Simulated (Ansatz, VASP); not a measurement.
MgBe2SO2 in VASP and in Ansatz

The input INCAR:

```
PREC = Accurate
ENCUT = 600
EDIFF = 1E-6
ISMEAR = 0
SIGMA = 0.1
LREAL = False
LASPH = True
NELM = 120
ALGO = Normal
ISIF = 2
LWAVE = False
LCHARG = False
GGA = PE
NBANDS = 21
GGA_COMPAT = False
```

Contents of KPOINTS:

```
Automatic mesh
0
Gamma
  6 6 4
```

POSCAR

```
MgBe2SO2
1.0
    3.6824920400      0.0000000000      0.0000000000
    0.0000000000      3.6824920400      0.0000000000
    0.0000000000      0.0000000000      5.2880065000
Mg Be S O
1 2 1 2
Direct
    0.5000000000      0.5000000000      0.5000000000
    0.0000000000      0.5000000000      0.0000000000
    0.5000000000      0.0000000000      0.0000000000
    0.5000000000      0.5000000000      0.0000000000
    0.0000000000      0.5000000000      0.5000000000
    0.5000000000      0.0000000000      0.5000000000
```

Input for Ansatz:

```yaml
crystal:
  lattice:
    - [3.68249204, 0.0, 0.0]
    - [0.0, 3.68249204, 0.0]
    - [0.0, 0.0, 5.2880065]
  atoms:
    - { symbol: Mg, position: [0.5, 0.5, 0.5] }
    - { symbol: Be, position: [0.0, 0.5, 0.0] }
    - { symbol: Be, position: [0.5, 0.0, 0.0] }
    - { symbol: S, position: [0.5, 0.5, 0.0] }
    - { symbol: O, position: [0.0, 0.5, 0.5] }
    - { symbol: O, position: [0.5, 0.0, 0.5] }
basis:
  ecutwfc: 420
kpoints:
  mp_grid: { grid: [6, 6, 4] }
hamiltonian:
  xc: pbe
scf:
  occupations: { method: gaussian, width: 0.1 }
  lower_state_search: "off"
output:
  forces: true
  stress: true
  eigenvalues: true
```

Alike in both runs: task single point; functional PBE; k mesh 6 × 6 × 4; occupations gaussian, width 0.1 eV; no spin polarisation.

```csv
,VASP,Ansatz
version,VASP 6.6.1,Ansatz 0.2.0
potentials or method,"VASP PAW PBE potentials, release 64 (Mg, Be, S, O), cutoff 600 eV","scalar-relativistic, plane waves, PAW"
valence electrons in the cell,24,32
```

|  | VASP | Ansatz | Ansatz less VASP |
| --- | --- | --- | --- |
| gap on the k mesh at the Fermi level (eV) | none | none | - |
| pressure (GPa) | 18.7 | 18.9 | +0.19 |
| traceless stress, the component that is largest in VASP (GPa) | -30.11 | -30.01 | +0.100 |

A gap of «none» marks a metal or a gap that the smearing closes. VASP's potentials hold 24 valence electrons a cell and Ansatz's 32, so a difference there can come from the potentials and not from the codes.
